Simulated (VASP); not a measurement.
## TaN: single point with PBE+U

Crystal: TaN.

```xyz
2
Lattice="2.9380 0.0000 0.0000 -1.4690 2.5444 0.0000 0.0000 0.0000 2.8830" Properties=species:S:1:pos:R:3 pbc="T T T"
Ta    0.0214    0.0212    1.3933
N     1.4195    0.8621    0.0169
```

```yaml
Program: VASP 6.6.1
Task: single point
Functional: PBE
Potentials_or_basis: VASP PAW PBE potentials, release 64 (Ta_sv_GW, N)
Cutoff: 600 eV
k_mesh: 8 × 8 × 7
Occupations: fermi-dirac, width 0.1 eV
Spin: no spin polarisation
Hubbard_terms: Ta d U = 7.0 eV
```

| Property | Result |
| --- | --- |
| Pressure | 30.7 GPa |
| Largest force | 1.615 eV/Å |
| Band gap on the k mesh | 0.14 eV |

Forces in eV/Å, atoms in the order of the input:
```
Ta  -1.051 -0.156  1.217
N    1.051  0.156 -1.217
```

Stress tensor (GPa, compression positive):
```
29.72  2.60 -1.80
 2.60 28.48 -0.33
-1.80 -0.33 33.77
```

Levels at points of the mesh, in eV from the valence-band top:
| k point | band 6 | band 7 | band 8 | band 9 | band 10 | band 11 | band 12 | band 13 |
| --- | --- | --- | --- | --- | --- | --- | --- | --- |
| (0.00, 0.00, 0.00) | -5.07 | -4.93 | -4.62 | -3.39 | 1.20 | 3.10 | 3.79 | 4.69 |
| (0.50, 0.00, 0.00) | -9.20 | -5.58 | -3.98 | -3.53 | 3.78 | 3.86 | 5.37 | 5.46 |
| (0.00, 0.50, 0.00) | -9.02 | -5.39 | -4.31 | -3.18 | 3.69 | 3.84 | 5.06 | 5.48 |
| (0.50, 0.50, 0.00) | -8.89 | -5.24 | -4.11 | -3.40 | 3.63 | 3.86 | 4.74 | 5.51 |

Eigenvalues of the final occupation matrices:
| site | spin | trace | eigenvalues |
| --- | --- | --- | --- |
| site 1 d | 1 | 1.08 | 0.14 0.16 0.23 0.24 0.30 |
| site 1 d | 2 | 1.08 | 0.14 0.16 0.23 0.24 0.30 |

Wall time 72 s on 1 thread of AMD EPYC 7R13 Processor (Zen 3) (shared host), peak memory 0.2 GiB.

Caveat: the cell stands under pressure; spin-orbit coupling is left out, which moves the levels of the heavy elements; an odd mesh through Γ misses points on the zone boundary, where band edges can lie; forces of over 1 eV/Å act on the atoms, so gaps and moduli don't describe the material at rest.
